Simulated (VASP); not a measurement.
Ti: single point with PBEsol

Ti:

```
Ti
1.0
     4.43360    0.00000    0.00000
    -2.21680    3.83961    0.00000
     0.00000    0.00000    2.85430
Ti
3
Cartesian
  0.0000 0.0000 0.0000
  0.0000 2.5597 1.4271
  2.2168 1.2799 1.4271
```

- Program: VASP 6.6.1
- Task: single point
- Functional: PBEsol
- Potentials or basis: VASP PAW PBE potentials, release 64 (Ti_sv)
- Cutoff: 520 eV
- k mesh: 12 × 12 × 14
- Occupations: gaussian, width 0.15 eV
- Spin: no spin polarisation

```yaml
Pressure: 1.5 GPa
Band_gap_on_the_k_mesh: zero (band 18 reaches 9.22 eV, above the bottom of band 19 at 8.73 eV)
```

Stress tensor (GPa, compression positive):
```
 3.88  0.00  0.00
 0.00  3.88  0.00
 0.00  0.00 -3.18
```

Levels at points of the mesh, in eV from the Fermi level:
```
           k point  band 14  band 15  band 16  band 17  band 18  band 19  band 20  band 21  band 22  band 23
(0.00, 0.00, 0.00)    -2.18    -0.68    -0.68    -0.57    -0.57     0.18     0.92     1.38     1.38     1.67
(0.50, 0.00, 0.00)    -3.54    -2.78    -0.49    -0.37    -0.33     0.11     0.73     0.74     1.48     1.77
(0.00, 0.00, 0.50)    -2.29    -2.29    -1.94    -1.77    -1.77     1.23     1.23     1.27     1.27     3.17
(0.50, 0.00, 0.50)    -2.23    -1.80    -1.29    -0.88    -0.74     0.36     0.77     0.98     1.08     2.37
```

Wall time 5 min on 1 thread of Intel(R) Xeon(R) 6975P-C (Granite Rapids) (shared host), peak memory 0.27 GiB.

Caveat: the PAW data sets were made with another functional, which shifts forces and pressure a little.
